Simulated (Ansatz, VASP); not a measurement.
# Two plane-wave programs on C

The input POSCAR:

```
C
1.0
    1.7801417073     -1.7801417073      0.0000000000
    1.7801417073      0.0000000000     -1.7801417073
    7.9865922331      7.9865922331      7.9865922331
C
12
Direct
    0.6666666667      0.6666666667      0.2414952643
    0.0000000000      0.0000000000      0.0929010825
    0.3333333333      0.3333333333      0.3900894461
    0.6666666667      0.6666666667      0.6872778096
    1.0000000000      1.0000000000      0.5386836278
    0.3333333333      0.3333333333      0.8358719914
    0.6666666667      0.6666666667      0.3529409006
    1.0000000000      1.0000000000      0.2043467188
    0.3333333333      0.3333333333      0.5015350824
    0.6666666667      0.6666666667      0.7987234460
    0.0000000000      0.0000000000      0.6501292642
    0.3333333333      0.3333333333      0.0557525370
```

File INCAR.step1:

```
ALGO = Normal
EDIFF = 1E-4
ENCUT = 520
GGA = PE
ISMEAR = 0
LASPH = True
LCHARG = False
LREAL = False
LWAVE = True
NBANDS = 36
NELM = 100
PREC = Accurate
SIGMA = 0.05
```

Contents of INCAR.step2:

```
ALGO = Normal
EDIFF = 1E-6
ENCUT = 520
ISIF = 2
ISMEAR = 0
ISTART = 1
LASPH = True
LCHARG = True
LELF = True
LMIXTAU = True
LREAL = False
LVHAR = True
LWAVE = False
METAGGA = R2SCAN
NBANDS = 36
NELM = 100
PREC = Accurate
SIGMA = 0.05
```

Contents of KPOINTS:

```
k-points
0
Gamma
  10 10 2
```

Input for Ansatz:

```yaml
crystal:
  lattice:
    - [1.7801417073, -1.7801417073, 0.0]
    - [1.7801417073, 0.0, -1.7801417073]
    - [7.9865922331, 7.9865922331, 7.9865922331]
  atoms:
    - { symbol: C, position: [0.6666666667, 0.6666666667, 0.2414952643] }
    - { symbol: C, position: [0.0, 0.0, 0.0929010825] }
    - { symbol: C, position: [0.3333333333, 0.3333333333, 0.3900894461] }
    - { symbol: C, position: [0.6666666667, 0.6666666667, 0.6872778096] }
    - { symbol: C, position: [1.0, 1.0, 0.5386836278] }
    - { symbol: C, position: [0.3333333333, 0.3333333333, 0.8358719914] }
    - { symbol: C, position: [0.6666666667, 0.6666666667, 0.3529409006] }
    - { symbol: C, position: [1.0, 1.0, 0.2043467188] }
    - { symbol: C, position: [0.3333333333, 0.3333333333, 0.5015350824] }
    - { symbol: C, position: [0.6666666667, 0.6666666667, 0.798723446] }
    - { symbol: C, position: [0.0, 0.0, 0.6501292642] }
    - { symbol: C, position: [0.3333333333, 0.3333333333, 0.055752537] }
basis:
  ecutwfc: 500
kpoints:
  mp_grid: { grid: [10, 10, 2] }
hamiltonian:
  xc: r2scan
scf:
  occupations: { method: gaussian, width: 0.05 }
output:
  forces: true
  stress: true
  eigenvalues: true
```

Alike in both runs: task single point; functional r2SCAN; k mesh 10 × 10 × 2; occupations gaussian, width 0.05 eV; no spin polarisation.

```csv
,VASP,Ansatz
version,VASP 6.6.1,Ansatz 0.2.0
potentials or method,"VASP PAW PBE potentials, release 64 (C), cutoff 520 eV","scalar-relativistic, plane waves, PAW"
valence electrons in the cell,48,48
```

```csv
,VASP,Ansatz,Ansatz less VASP
gap on the k mesh at the Fermi level (eV),0.49,0.51,+0.017
least direct gap on the mesh (eV),1.14,1.15,+0.014
pressure (GPa),-5.3,-6.2,-0.97
"traceless stress, the component that is largest in VASP (GPa)",-4.40,-4.39,+0.013
rms of the force components (eV/Å),1.041,1.047,+0.0059
```

VASP's potentials were made for PBE, not for r2SCAN. Atom by atom the forces differ by 0.013 eV/Å (rms over components).
